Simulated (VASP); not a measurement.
GeW: single point with revPBE

GeW:

```xyz
2
Lattice="0.0000 2.5891 2.5891 2.5891 0.0000 2.5891 2.5891 2.5891 0.0000" Properties=species:S:1:pos:R:3 pbc="T T T"
Ge    2.5891    2.5891    2.5891
W     0.0000    0.0000    0.0000
```

```yaml
Program: VASP 6.6.1
Task: single point
Functional: revPBE
Potentials_or_basis: VASP PAW PBE potentials, release 64 (Ge_d, W_sv)
Cutoff: 520 eV
k_mesh: 9 × 9 × 9
Occupations: fermi-dirac, width 0.05 eV
Spin: no spin polarisation
```

* Pressure: 0.2 GPa
* Band gap on the k mesh: zero (band 14 reaches 9.49 eV, above the bottom of band 15 at 7.81 eV)

Levels at points of the mesh, in eV from the Fermi level:
```
           k point  band 10  band 11  band 12  band 13  band 14  band 15  band 16  band 17  band 18  band 19
(0.00, 0.00, 0.00)   -12.22    -1.58    -1.58    -1.58    -0.87    -0.87     2.40     2.40     2.40     7.44
```

Wall time 21 s on 1 thread of Intel Xeon 6975P-C (shared host), peak memory 0.17 GiB.

Caveat: the PAW data sets were made with another functional, which shifts forces and pressure a little; spin-orbit coupling is left out, which moves the levels of the heavy elements.
